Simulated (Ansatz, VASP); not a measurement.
One calculation of Ti, two programs

Contents of INCAR:

```
SYSTEM = Ti
PREC     = Accurate       ! precision mode
ENCUT    = 500            ! plane-wave cutoff, eV
EDIFF    = 1E-6           ! SCF threshold, eV
ISMEAR   = -1             ! smearing method
SIGMA    = 0.05           ! smearing width, eV
LREAL    = .False.        ! projectors in reciprocal space
LASPH    = .True.         ! aspherical terms in the spheres
NELM     = 120            ! most SCF steps
ALGO     = Normal         ! electronic algorithm
ISIF     = 2              ! what is computed and relaxed
LWAVE    = .False.        ! write WAVECAR
LCHARG   = .False.        ! write CHGCAR
GGA      = PE             ! functional
NBANDS   = 12             ! bands
GGA_COMPAT= .False.
```

File KPOINTS:

```
Automatic mesh
0
Gamma
  12 12 12
  0 0 0
```

The input POSCAR:

```
Ti
1.0
   -1.6532500000      1.6532500000      1.6532500000
    1.6532500000     -1.6532500000      1.6532500000
    1.6532500000      1.6532500000     -1.6532500000
Ti
1
Direct
    0.0000000000      0.0000000000      0.0000000000
```

Input for Ansatz:

```yaml
crystal:
  lattice:
    - [-1.65325, 1.65325, 1.65325]
    - [1.65325, -1.65325, 1.65325]
    - [1.65325, 1.65325, -1.65325]
  atoms:
    - { symbol: Ti, position: [0.0, 0.0, 0.0] }
hamiltonian:
  xc: pbe
  pseudopotentials: { kind: paw }
basis:
  ecutwfc: 420
kpoints:
  mp_grid: { grid: [12, 12, 12] }
scf:
  occupations: { method: fermi_dirac, width: 0.05 }
  lower_state_search: "off"
  algorithm: density_mixing
  max_iter: 80
  mixing: { algorithm: anderson, beta: 0.5, globalisation: backtrack }
output:
  forces: true
  stress: true
```

Alike in both runs: task single point; functional PBE; k mesh 12 × 12 × 12; occupations fermi-dirac, width 0.05 eV; no spin polarisation.

|  | VASP | Ansatz |
| --- | --- | --- |
| version | VASP 6.6.1 | Ansatz 0.2.0 |
| potentials or method | VASP PAW PBE potentials, release 64 (Ti_sv), cutoff 500 eV | PAW, plane waves, scalar-relativistic |
| valence electrons in the cell | 12 | 12 |

Ansatz gave:

```
pressure (GPa) : -4.6
```

Q: Estimate VASP's values.

A: Pressure (GPa): -4.9.
